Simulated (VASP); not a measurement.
A run of VASP 6.6.1 is set up as follows.

File INCAR:

```
PREC     = Accurate       # precision mode
ENCUT    = 520            # plane-wave cutoff, eV
EDIFF    = 1E-6           # SCF threshold, eV
ISMEAR   = -1             # smearing method
SIGMA    = 0.1            # smearing width, eV
LREAL    = F              # projectors in reciprocal space
LASPH    = T              # aspherical terms in the spheres
NELM     = 80             # most SCF steps
ALGO     = Normal         # electronic algorithm
ISIF     = 2              # what is computed and relaxed
LWAVE    = F              # write WAVECAR
LCHARG   = F              # write CHGCAR
GGA      = PE             # functional
NBANDS   = 14             # bands
```

File KPOINTS:

```
regular mesh
0
Gamma
  8 8 8
```

The input POSCAR:

```
Na
1.0
    0.0000000000      3.7851577725      3.7851577725
    3.7851577725      0.0000000000      3.7851577725
    3.7851577725      3.7851577725      0.0000000000
Na
2
Direct
    0.1250000000      0.1250000000      0.1250000000
    0.8750000000      0.8750000000      0.8750000000
```

Potentials or basis: VASP PAW PBE potentials, release 64 (Na_pv).

Launch:

```console
$ cat potpaw_PBE.64/Na_pv/POTCAR > POTCAR
$ mpirun -np 1 vasp_std > vasp.out
```

Question: Estimate the band gap on the k mesh.

Answer: Zero (band 7 reaches -0.18 eV, above the bottom of band 8 at -0.90 eV).

Question: Estimate the pressure.

Answer: 0.0 GPa.
